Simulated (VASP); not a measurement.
Here is a VASP 6.6.1 calculation.

The input INCAR:

```
  PREC = Accurate
  ENCUT = 520
  EDIFF = 1E-6
  ISMEAR = 0
  SIGMA = 0.02
  LREAL = F
  LASPH = T
  NELM = 80
  ALGO = Normal
  ISIF = 2
  LWAVE = F
  LCHARG = F
  GGA = PE
  NBANDS = 27
```

The input KPOINTS:

```
regular mesh
0
Gamma
  6 6 6
```

The input POSCAR:

```
BaHfO3
1.0
    4.2061261001      0.0000000000      0.0000000000
    0.0000000000      4.2061261001      0.0000000000
    0.0000000000      0.0000000000      4.2061261001
Ba Hf O
1 1 3
Direct
    0.5000000000      0.5000000000      0.5000000000
    0.0000000000      0.0000000000      0.0000000000
    0.0000000000      0.0000000000      0.5000000000
    0.5000000000      0.0000000000      0.0000000000
    0.0000000000      0.5000000000      0.0000000000
```

Potentials or basis: VASP PAW PBE potentials, release 64 (Ba_sv, Hf_pv, O).

Command:

```console
$ cat potpaw_PBE.64/Ba_sv/POTCAR potpaw_PBE.64/Hf_pv/POTCAR potpaw_PBE.64/O/POTCAR > POTCAR
$ mpirun -np 1 vasp_std > vasp.out
```

(1) Predict the band gap on the k mesh.

(2) Estimate the pressure.

## Answers

(1) 3.54 eV (least direct gap 3.78 eV).

(2) -0.6 GPa.

Caveat: spin-orbit coupling is left out, which moves the levels of the heavy elements.
